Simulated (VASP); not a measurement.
A run of VASP 6.6.1:

INCAR

```
SYSTEM = Al
PREC = Accurate
ENCUT = 520
EDIFF = 1E-6
ISMEAR = -1
SIGMA = 0.1
LREAL = .False.
LASPH = .True.
NELM = 60
ALGO = Normal
ISIF = 2
LWAVE = .False.
LCHARG = .True.
GGA = PE
LELF = .True.
LVHAR = .True.
NBANDS = 8
```

KPOINTS

```
regular mesh
0
Gamma
  18 18 18
  0 0 0
```

Contents of POSCAR:

```
Al
1.0
   -1.5503695974      1.5503695974      1.5503695974
    1.5503695974     -1.5503695974      1.5503695974
    1.5503695974      1.5503695974     -1.5503695974
Al
1
Direct
    0.0000000000      0.0000000000      0.0000000000
```

Potentials or basis: VASP PAW PBE potentials, release 64 (Al).

Run with:

```bash
$ cat potpaw_PBE.64/Al/POTCAR > POTCAR
$ mpirun -np 1 vasp_std > vasp.out
```

Hardware: 1 thread of Intel(R) Xeon(R) Platinum 8488C (Sapphire Rapids), on a shared host.

How long does it take, and how much memory?

Run time: 9.3 s on 1 thread of Intel(R) Xeon(R) Platinum 8488C (Sapphire Rapids), with other jobs on the host, peak memory 0.13 GiB. Counts: scf iterations 10, k points 195.
